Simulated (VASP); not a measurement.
A run of VASP 6.6.1 is set up as follows.

Contents of INCAR:

```
PREC = Accurate
ENCUT = 520
EDIFF = 1E-6
ISMEAR = 0
SIGMA = 0.1
LREAL = False
LASPH = True
NELM = 80
ALGO = Normal
ISIF = 2
LWAVE = False
LCHARG = False
GGA = PE
NBANDS = 16
```

The input KPOINTS:

```
regular mesh
0
Gamma
  16 16 16
```

File POSCAR:

```
LiC3
1.0
    3.0197873092      0.0000000000      0.0000000000
    0.0000000000      3.0197873092      0.0000000000
    0.0000000000      0.0000000000      3.0197873092
Li C
1 3
Direct
    0.0000000000      0.0000000000      0.0000000000
    0.0000000000      0.5000000000      0.5000000000
    0.5000000000      0.0000000000      0.5000000000
    0.5000000000      0.5000000000      0.0000000000
```

Potentials or basis: VASP PAW PBE potentials, release 64 (Li_sv, C).

Launch:

```sh
$ cat potpaw_PBE.64/Li_sv/POTCAR potpaw_PBE.64/C/POTCAR > POTCAR
$ mpirun -np 1 vasp_std > vasp.out
```

Estimate the band gap on the k mesh.

zero (an odd number of electrons rules out a gap without spin polarisation).

Caveat: an odd number of electrons without spin polarisation forces a metal; a magnetic or distorted state may lie lower.
